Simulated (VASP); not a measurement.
Set up this calculation in VASP 6.6.1, as the native input.

```
Task                   : single point
Functional             : PBE
Potentials or basis    : VASP PAW PBE potentials, release 64 (Na_pv)
Cutoff                 : 520 eV
k mesh                 : 16 × 16 × 16
Occupations            : gaussian, width 0.15 eV
Spin                   : no spin polarisation
Dipole correction      : no
Further INCAR settings : ALGO = Normal; EDIFF = 1e-06; NBANDS = 10
```

The structure of Na lies in POSCAR:

```
Na
1.0
   -2.1492625000      2.1492625000      2.1492625000
    2.1492625000     -2.1492625000      2.1492625000
    2.1492625000      2.1492625000     -2.1492625000
Na
1
Direct
    0.0000000000      0.0000000000      0.0000000000
```

This cell differs from its parent crystal: strain +0.015 along x and y, +0.015 along z.

The input as run:

INCAR

```
PREC = Accurate
ENCUT = 520
EDIFF = 1E-6
ISMEAR = 0
SIGMA = 0.15
LREAL = False
LASPH = True
NELM = 100
ALGO = Normal
ISIF = 2
LWAVE = False
LCHARG = False
GGA = PE
NBANDS = 10
```

KPOINTS

```
Automatic mesh
0
Gamma
  16 16 16
```

Potentials or basis: VASP PAW PBE potentials, release 64 (Na_pv).

Command:

```console
$ cat potpaw_PBE.64/Na_pv/POTCAR > POTCAR
$ mpirun -np 1 vasp_std > vasp.out
```

It gave:

The pressure is -0.5 GPa.

Caveat: the cell differs from its parent crystal (strain +0.015 along x and y, +0.015 along z).

It took 30 s on 1 thread of AMD EPYC 7R43 64-Core Processor (Zen 3), with other jobs on the host, peak memory 0.15 GiB.
